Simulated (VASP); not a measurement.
# ZnS (P6_3mc) in VASP: settings compared

ZnS is run at these levels: PBEsol, revPBE+D4, PBE+D4; tasks: single point.

Program: VASP 6.6.1. These are calculated values, not measurements. Logs are shortened: lines on timing, memory, paths and dates and some standing lists are left out, and cuts for length are marked.

## Step 1: The cell of the first run

Symmetry: P6_3mc, No. 186, hexagonal system. The conventional cell has a = 3.873 Å, b = 3.873 Å, c = 12.685 Å, α = 90.00°, β = 90.00°, γ = 120.00°. Within 3.1 Å of Zn (site symmetry 3m) lie 4 S at 2.37 to 2.38 Å. Within 3.1 Å of Zn (site symmetry 3m) lie 4 S at 2.37 to 2.38 Å. S (site symmetry 3m) has 4 Zn at 2.37 to 2.38 Å within 3.1 Å. S (site symmetry 3m) has 4 Zn at 2.37 to 2.38 Å within 3.1 Å.

## Step 2: Single point, PBEsol (20.60 Å³/atom)

The input, INCAR:

```
PREC = Accurate ; ENCUT = 520
EDIFF = 1E-7 ; ISMEAR = -1
SIGMA = 0.05 ; LREAL = F
LASPH = T ; NELM = 100
ALGO = Normal ; ISIF = 2
LWAVE = F ; LCHARG = F
GGA = PS ; NBANDS = 46
```

The input, KPOINTS:

```
regular mesh
0
Gamma
  8 8 3
```

The input, POSCAR:

```
ZnS
1.0
    3.8730044530      0.0000000000      0.0000000000
   -1.9365022265      3.3541202452      0.0000000000
    0.0000000000      0.0000000000     12.6847557358
Zn S
4 4
Direct
    0.6666666667      0.3333333333      0.7500000000
    0.3333333333      0.6666666667      0.2500000000
    0.0000000000      0.0000000000      0.5000000000
    0.0000000000      0.0000000000      0.0000000000
    0.6666666667      0.3333333333      0.9375000000
    0.3333333333      0.6666666667      0.4375000000
    0.0000000000      0.0000000000      0.6875000000
    0.0000000000      0.0000000000      0.1875000000
```

Potentials or basis: VASP PAW PBE potentials, release 64 (Zn, S).

Launch:

```console
cat potpaw_PBE.64/Zn/POTCAR potpaw_PBE.64/S/POTCAR > POTCAR
mpirun -np 1 vasp_std > vasp.out
```

OUTCAR:

```text
PREC = Accurate
   ENCUT = 520
   EDIFF = 1E-7
   ISMEAR = -1
   LREAL = F
   LASPH = T
   NELM = 100
   ISIF = 2
   GGA = PS

 ion  position               nearest neighbor table
   1  0.667  0.333  0.750-   7 2.37   7 2.37   7 2.37   5 2.38
   2  0.333  0.667  0.250-   8 2.37   8 2.37   8 2.37   6 2.38
   3  0.000  0.000  0.500-   6 2.37   6 2.37   6 2.37   7 2.38
   4  0.000  0.000  0.000-   5 2.37   5 2.37   5 2.37   8 2.38
   5  0.667  0.333  0.938-   4 2.37   4 2.37   4 2.37   1 2.38
   6  0.333  0.667  0.438-   3 2.37   3 2.37   3 2.37   2 2.38
   7  0.000  0.000  0.688-   1 2.37   1 2.37   1 2.37   3 2.38
   8  0.000  0.000  0.188-   2 2.37   2 2.37   2 2.37   4 2.38

  LATTYP: Found a hexagonal cell.
 ALAT       =     3.8730044530
 C/A-ratio  =     3.2751719988

  Lattice vectors:

 A1 = (   3.8730044530,   0.0000000000,   0.0000000000)
 A2 = (  -1.9365022265,   3.3541202452,   0.0000000000)
 A3 = (   0.0000000000,   0.0000000000,  12.6847557358)

Analysis of symmetry for initial positions (statically):
=====================================================================
 Subroutine PRICEL returns:
 Original cell was already a primitive cell.

 Routine SETGRP: Setting up the symmetry group for a
 hexagonal supercell.

 Subroutine GETGRP returns: Found 12 space group operations
 (whereof  6 operations were pure point group operations)
 out of a pool of 24 trial point group operations.

The static configuration has the point symmetry C_3v.
 The point group associated with its full space group is C_6v.

Analysis of symmetry for dynamics (positions and initial velocities):
=====================================================================
 Subroutine PRICEL returns:
 Original cell was already a primitive cell.

 Routine SETGRP: Setting up the symmetry group for a
 hexagonal supercell.

 Subroutine GETGRP returns: Found 12 space group operations
 (whereof  6 operations were pure point group operations)
 out of a pool of 24 trial point group operations.

The dynamic configuration has the point symmetry C_3v.
 The point group associated with its full space group is C_6v.

 Subroutine INISYM returns: Found 12 space group operations
 (whereof  6 operations are pure point group operations),
 and found     1 'primitive' translations

----------------------------------------------------------------------------------------

                                     Primitive cell

  volume of cell :     164.7816

  direct lattice vectors                    reciprocal lattice vectors
     3.873004453  0.000000000  0.000000000     0.258197483  0.149070386  0.000000000
    -1.936502227  3.354120245  0.000000000     0.000000000  0.298140772  0.000000000
     0.000000000  0.000000000 12.684755736     0.000000000  0.000000000  0.078834786

  length of vectors
     3.873004453  3.873004453 12.684755736     0.298140772  0.298140772  0.078834786

  position of ions in fractional coordinates (direct lattice)
     0.666666667  0.333333333  0.750000000
     0.333333333  0.666666667  0.250000000
     0.000000000  0.000000000  0.500000000
     0.000000000  0.000000000  0.000000000
     0.666666667  0.333333333  0.937500000
     0.333333333  0.666666667  0.437500000
     0.000000000  0.000000000  0.687500000
     0.000000000  0.000000000  0.187500000

  ion indices of the primitive-cell ions
   primitive index   ion index
                 1           1
                 2           2
                 3           3
                 4           4
                 5           5
                 6           6
                 7           7
                 8           8

----------------------------------------------------------------------------------------

 KPOINTS: regular mesh

Automatic generation of k-mesh.
 Grid dimensions read from file:
 generate k-points for:    8    8    3

 Generating k-lattice:

  Cartesian coordinates                     Fractional coordinates (reciprocal lattice)
     0.032274685  0.018633798  0.000000000     0.125000000  0.000000000  0.000000000
     0.000000000  0.037267597  0.000000000     0.000000000  0.125000000  0.000000000
     0.000000000  0.000000000  0.026278262     0.000000000  0.000000000  0.333333333

  Length of vectors
     0.037267597  0.037267597  0.026278262

  Shift w.r.t. Gamma in fractional coordinates (k-lattice)
     0.000000000  0.000000000  0.000000000

 Subroutine IBZKPT returns following result:
 ===========================================

 Found     20 irreducible k-points:

 Following reciprocal coordinates:
            Coordinates               Weight
  0.000000  0.000000  0.000000      1.000000
  0.125000  0.000000  0.000000      6.000000
  0.250000  0.000000  0.000000      6.000000
  0.375000  0.000000  0.000000      6.000000
  0.500000  0.000000  0.000000      3.000000
  0.125000  0.125000  0.000000      6.000000
[... 12 lines left out ...]
  0.250000  0.250000  0.333333     12.000000
[... 43 lines left out ...]
   LORBIT       =      0    0 simple, 1 ext, 2 COOP (PROOUT), +10 PAW based schemes
   GGA     = PS    functional components
   LHFCALC =     F    Hartree Fock is set to
   AEXX    =    0.0000 exact exchange contribution
   IVDW    =     0    specifies the selected vdW correction
   LEPSILON=     F    determine dielectric tensor
   LRPA    =     F    only Hartree local field effects (RPA)
 non-spin polarized calculation
  energy-cutoff  :      520.00
  volume of cell :      164.78
 maximum number of plane-waves:      4455
 NGX is ok and might be reduce to    30
   NGX = 15   NGY = 15   NGZ = 47

 number of electron      72.0000061 magnetization

 Free energy of the ion-electron system (eV)
  ---------------------------------------------------
  ext. energy  EPLUGINS =         0.00000000
  ---------------------------------------------------
  free energy    TOTEN  =       -30.18830550 eV

  energy without entropy =      -30.18830550  energy(sigma->0) =      -30.18830550

 E-fermi :   2.5809     XC(G=0):  -9.6446

 val. band max:        1.6299898715   @ k =   0.0000   0.0000   0.0000
 cond. band min:       3.4566349539   @ k =   0.0000   0.0000   0.0000
 fundamental gap:      1.8266450824
 Fermi energy:         2.5808761764

 k-point     1 :       0.0000    0.0000    0.0000
  band No.  band energies     occupation
      1     -11.2441      2.00000
      2     -10.8530      2.00000
      3     -10.8415      2.00000
      4     -10.3773      2.00000
      5      -4.5781      2.00000
      6      -4.5747      2.00000
[... 38 lines left out ...]
     45       8.2181      0.00000
     46       8.2187      0.00000

 k-point     2 :       0.1250    0.0000    0.0000
  band No.  band energies     occupation
      1     -11.1458      2.00000
      2     -10.7722      2.00000
      3     -10.7607      2.00000
      4     -10.3233      2.00000
      5      -4.5814      2.00000
      6      -4.5645      2.00000
[... 38 lines left out ...]
     45       8.2034      0.00000
     46       8.4497      0.00000

 k-point     3 :       0.2500    0.0000    0.0000
  band No.  band energies     occupation
      1     -10.8828      2.00000
      2     -10.5650      2.00000
      3     -10.5538      2.00000
      4     -10.1979      2.00000
      5      -4.5916      2.00000
      6      -4.5638      2.00000
[... 38 lines left out ...]
     45       8.5495      0.00000
     46       8.6978      0.00000

 k-point     4 :       0.3750    0.0000    0.0000
  band No.  band energies     occupation
      1     -10.5590      2.00000
      2     -10.3378      2.00000
      3     -10.3279      2.00000
      4     -10.0980      2.00000
      5      -4.5930      2.00000
      6      -4.5277      2.00000
[... 724 lines left out ...]
     45       8.4960      0.00000
     46       8.9637      0.00000

 k-point    19 :       0.2500    0.2500    0.3333
  band No.  band energies     occupation
      1     -10.3783      2.00000
      2     -10.3182      2.00000
      3     -10.1565      2.00000
      4     -10.0991      2.00000
      5      -4.5100      2.00000
      6      -4.4998      2.00000
[... 38 lines left out ...]
     45       8.6362      0.00000
     46       8.9837      0.00000

 k-point    20 :       0.3750    0.2500    0.3333
  band No.  band energies     occupation
      1     -10.2262      2.00000
      2     -10.2002      2.00000
      3     -10.1356      2.00000
      4     -10.1144      2.00000
      5      -4.5086      2.00000
      6      -4.5043      2.00000
[... 38 lines left out ...]
     45       8.7853      0.00000
     46       9.0364      0.00000

------------------------ aborting loop because EDIFF is reached ----------------------------------------

  FORCE on cell =-STRESS in cart. coord.  units (eV):
  Direction    XX          YY          ZZ          XY          YZ          ZX
  --------------------------------------------------------------------------------------
  -------------------------------------------------------------------------------------
  Total       -4.6103743     -4.6103743     -4.7472346      0.0000000     -0.0000000      0.0000000
  in kB      -44.8268307    -44.8268307    -46.1575283      0.0000000     -0.0000000      0.0000000
  external PRESSURE =     -45.2703965 kB  Pullay stress =       0.0000000 kB

 VOLUME and BASIS-vectors are now :
 -----------------------------------------------------------------------------
  energy-cutoff  :      520.00
  volume of cell :      164.78
      direct lattice vectors                 reciprocal lattice vectors
     3.873004453  0.000000000  0.000000000     0.258197483  0.149070386  0.000000000
    -1.936502227  3.354120245  0.000000000     0.000000000  0.298140772  0.000000000
     0.000000000  0.000000000 12.684755736     0.000000000  0.000000000  0.078834786

 POSITION                                       TOTAL-FORCE (eV/Angst)
 -----------------------------------------------------------------------------------
      1.93650      1.11804      9.51357         0.000000     -0.000000      0.002297
     -0.00000      2.23608      3.17119        -0.000000      0.000000      0.002297
      0.00000      0.00000      6.34238        -0.000000      0.000000      0.010767
      0.00000      0.00000      0.00000        -0.000000      0.000000      0.010767
      1.93650      1.11804     11.89196         0.000000      0.000000      0.018185
     -0.00000      2.23608      5.54958        -0.000000      0.000000      0.018185
      0.00000      0.00000      8.72077         0.000000      0.000000     -0.031249
      0.00000      0.00000      2.37839        -0.000000     -0.000000     -0.031249
 -----------------------------------------------------------------------------------
    total drift:                               -0.000000     -0.000001     -0.000823

  FREE ENERGIE OF THE ION-ELECTRON SYSTEM (eV)
  ---------------------------------------------------
  free  energy   TOTEN  =       -30.1883055002 eV

  energy  without entropy=      -30.1883054997  energy(sigma->0) =      -30.18830550
```

Wall time 1.9 min (1 thread of AMD EPYC 9R45 (Zen 5), shared host); peak memory 0.3 GiB.

What came out:

* Free energy: -30.1883 eV
* Pressure: -4.5 GPa
* Largest force: 0.031 eV/Å
* Band gap on the k mesh: 1.83 eV

Forces in eV/Å, atoms in the order of the input:
```
Zn   0.000  0.000  0.002
Zn   0.000  0.000  0.002
Zn   0.000  0.000  0.011
Zn   0.000  0.000  0.011
S    0.000  0.000  0.018
S    0.000  0.000  0.018
S    0.000  0.000 -0.031
S    0.000  0.000 -0.031
```

Levels at points of the mesh, in eV from the valence-band top:
| k point | band 32 | band 33 | band 34 | band 35 | band 36 | band 37 | band 38 | band 39 | band 40 | band 41 |
| --- | --- | --- | --- | --- | --- | --- | --- | --- | --- | --- |
| (0.00, 0.00, 0.00) | -0.43 | -0.43 | -0.04 | 0.00 | 0.00 | 1.83 | 3.00 | 3.16 | 3.39 | 6.28 |
| (0.50, 0.00, 0.00) | -1.51 | -1.51 | -1.49 | -1.05 | -0.83 | 3.15 | 3.24 | 3.66 | 4.22 | 4.76 |

Caveat: the cell stands under tension; the PAW data sets were made with another functional, which shifts forces and pressure a little.

## Step 3: Single point, revPBE+D4

This run uses another cell than the first one, of 19.81 Å³/atom.

The input, INCAR:

```
SYSTEM = ZnS
  PREC = Accurate
  ENCUT = 520
  EDIFF = 1E-7
  ISMEAR = -1
  SIGMA = 0.05
  LREAL = .False.
  LASPH = .True.
  NELM = 100
  ALGO = Normal
  ISIF = 2
  LWAVE = .False.
  LCHARG = .False.
  GGA = RE
  IVDW = 13
  NBANDS = 46
```

The input, KPOINTS:

```
Automatic mesh
0
Gamma
  8 8 3
  0 0 0
```

POSCAR, as its differences from that of step 2:

```diff
@@ -2,5 +2,5 @@
 1.0
-    3.8730044530      0.0000000000      0.0000000000
-   -1.9365022265      3.3541202452      0.0000000000
-    0.0000000000      0.0000000000     12.6847557358
+    3.8227000000      0.0000000000      0.0000000000
+   -1.9113500000      3.3105553110      0.0000000000
+    0.0000000000      0.0000000000     12.5200000000
 Zn S
```

Potentials or basis: VASP PAW PBE potentials, release 64 (Zn, S).

Launch:

```console
cat potpaw_PBE.64/Zn/POTCAR potpaw_PBE.64/S/POTCAR > POTCAR
mpirun -np 1 vasp_std > vasp.out
```

It took 1.8 min on 1 thread of AMD EPYC 9R45 (Zen 5), shared host; peak memory 0.29 GiB.

Results (log left out):

- Free energy: -29.4680 eV
- Pressure: -2.0 GPa
- Largest force: 0.045 eV/Å
- Band gap on the k mesh: 2.26 eV
- Dispersion energy per atom: -0.552 eV

Forces in eV/Å, atoms in the order of the input:
```
Zn   0.000  0.000  0.007
Zn   0.000  0.000  0.007
Zn   0.000  0.000  0.023
Zn   0.000  0.000  0.023
S    0.000  0.000  0.015
S    0.000  0.000  0.015
S    0.000  0.000 -0.045
S    0.000  0.000 -0.045
```

Stress tensor (GPa, compression positive):
```
-1.91  0.00  0.00
 0.00 -1.91  0.00
 0.00  0.00 -2.05
```

Levels at points of the mesh, in eV from the valence-band top:
```
           k point  band 32  band 33  band 34  band 35  band 36  band 37  band 38  band 39  band 40  band 41
(0.00, 0.00, 0.00)    -0.45    -0.45    -0.04     0.00     0.00     2.26     3.28     3.48     3.72     6.39
(0.50, 0.00, 0.00)    -1.58    -1.58    -1.56    -1.09    -0.87     3.41     3.47     3.85     4.44     4.94
```

Caveat: the PAW data sets were made with another functional, which shifts forces and pressure a little; an odd mesh through Γ misses points on the zone boundary, where band edges can lie.

## Step 4: Single point, PBE+D4

This run uses another cell than the first one, of 20.20 Å³/atom.

The input, INCAR:

```
SYSTEM = ZnS
ALGO = Normal
EDIFF = 1E-6
ENCUT = 520
GGA = PE
ISIF = 2
ISMEAR = -1
IVDW = 13
LASPH = .True.
LCHARG = .False.
LREAL = .False.
LWAVE = .False.
NBANDS = 46
NELM = 60
PREC = Accurate
SIGMA = 0.05
```

The input, KPOINTS:

```
k-points
0
Gamma
  8 8 3
  0 0 0
```

POSCAR, as its differences from that of step 3:

```diff
@@ -2,5 +2,5 @@
 1.0
-    3.8227000000      0.0000000000      0.0000000000
-   -1.9113500000      3.3105553110      0.0000000000
-    0.0000000000      0.0000000000     12.5200000000
+    3.8480166318      0.0000000000      0.0000000000
+   -1.9240083159      3.3324801573      0.0000000000
+    0.0000000000      0.0000000000     12.6029163237
 Zn S
```

Launch:

```console
cat potpaw_PBE.64/Zn/POTCAR potpaw_PBE.64/S/POTCAR > POTCAR
mpirun -np 1 vasp_std > vasp.out
```

Wall time 99 s (1 thread of AMD EPYC 9R45 (Zen 5), shared host); peak memory 0.3 GiB.

The run converged. Its results:

```
Free energy                : -29.7824 eV
Pressure                   : -2.5 GPa
Largest force              : 0.040 eV/Å
Band gap on the k mesh     : 2.04 eV
Dispersion energy per atom : -0.298 eV
```

Forces on the atoms (eV/Å):
```
Zn   0.000  0.000  0.004
Zn   0.000  0.000  0.004
Zn   0.000  0.000  0.019
Zn   0.000  0.000  0.019
S    0.000  0.000  0.017
S    0.000  0.000  0.017
S    0.000  0.000 -0.040
S    0.000  0.000 -0.040
```

Stress tensor (GPa, compression positive):
```
-2.48  0.00  0.00
 0.00 -2.48  0.00
 0.00  0.00 -2.59
```

Levels at points of the mesh, in eV from the valence-band top:
| k point | band 33 | band 34 | band 35 | band 36 | band 37 | band 38 | band 39 | band 40 |
| --- | --- | --- | --- | --- | --- | --- | --- | --- |
| (0.00, 0.00, 0.00) | -0.44 | -0.04 | 0.00 | 0.00 | 2.04 | 3.16 | 3.33 | 3.56 |
| (0.50, 0.00, 0.00) | -1.53 | -1.52 | -1.06 | -0.84 | 3.30 | 3.38 | 3.78 | 4.35 |

Caveat: an odd mesh through Γ misses points on the zone boundary, where band edges can lie.

## Step 5: Single point, revPBE+D4

This run uses another cell than the first one, of 20.20 Å³/atom.

The input, INCAR:

```
SYSTEM = ZnS
  ALGO = Normal
  EDIFF = 1E-7
  ENCUT = 520
  GGA = RE
  ISIF = 2
  ISMEAR = -1
  IVDW = 13
  LASPH = .True.
  LCHARG = .True.
  LELF = .True.
  LREAL = .False.
  LVHAR = .True.
  LWAVE = .False.
  NBANDS = 46
  NELM = 60
  PREC = Accurate
  SIGMA = 0.05
```

KPOINTS is that of step 4.

POSCAR is that of step 4.

Launch:

```console
cat potpaw_PBE.64/Zn/POTCAR potpaw_PBE.64/S/POTCAR > POTCAR
mpirun -np 1 vasp_std > vasp.out
```

It took 2.1 min on 1 thread of AMD EPYC 9R45 (Zen 5), shared host; peak memory 0.3 GiB.

It converged, with:

```
Free energy                : -29.4168 eV
Pressure                   : -3.3 GPa
Largest force              : 0.040 eV/Å
Band gap on the k mesh     : 2.17 eV
Dispersion energy per atom : -0.539 eV
```

Forces in eV/Å, atoms in the order of the input:
```
Zn   0.000  0.000  0.005
Zn   0.000  0.000  0.005
Zn   0.000  0.000  0.018
Zn   0.000  0.000  0.018
S    0.000  0.000  0.017
S    0.000  0.000  0.017
S    0.000  0.000 -0.040
S    0.000  0.000 -0.040
```

Stress tensor (GPa, compression positive):
```
-3.21  0.00  0.00
 0.00 -3.21  0.00
 0.00  0.00 -3.34
```

Levels at points of the mesh, in eV from the valence-band top:
```csv
k point,band 32,band 33,band 34,band 35,band 36,band 37,band 38,band 39,band 40,band 41
"(0.00, 0.00, 0.00)",-0.44,-0.44,-0.04,0.00,0.00,2.17,3.25,3.42,3.66,6.41
"(0.50, 0.00, 0.00)",-1.53,-1.53,-1.51,-1.06,-0.84,3.39,3.48,3.86,4.44,4.93
```

Caveat: the cell stands under tension; the PAW data sets were made with another functional, which shifts forces and pressure a little; an odd mesh through Γ misses points on the zone boundary, where band edges can lie.

## Step 6: Summary

```tsv
level	cell	gap on the mesh (eV)	pressure (GPa)	largest force (eV/Å)
PBEsol	a = 3.873, b = 3.873, c = 12.685 Å, angles 90.0, 90.0, 120.0°, 8 atoms	1.83	-4.5	0.03
revPBE+D4	a = 3.823, b = 3.823, c = 12.520 Å, angles 90.0, 90.0, 120.0°, 8 atoms	2.26	-2.0	0.04
PBE+D4	a = 3.848, b = 3.848, c = 12.603 Å, angles 90.0, 90.0, 120.0°, 8 atoms	2.04	-2.5	0.04
revPBE+D4	a = 3.848, b = 3.848, c = 12.603 Å, angles 90.0, 90.0, 120.0°, 8 atoms	2.17	-3.3	0.04
```

Alike in all rows: task single point; potentials or basis VASP PAW PBE potentials, release 64 (Zn, S); no spin polarisation; k mesh 8 × 8 × 3; cutoff (eV) 520; smearing fermi-dirac 0.05 eV.

Caveats: the PAW data sets were made with another functional, which shifts forces and pressure a little (at least some runs); an odd mesh through Γ misses points on the zone boundary, where band edges can lie (at least some runs); the cell stands under tension (at least some runs).

Total energies depend on the potentials used, so only differences within one code and one set of settings carry meaning.
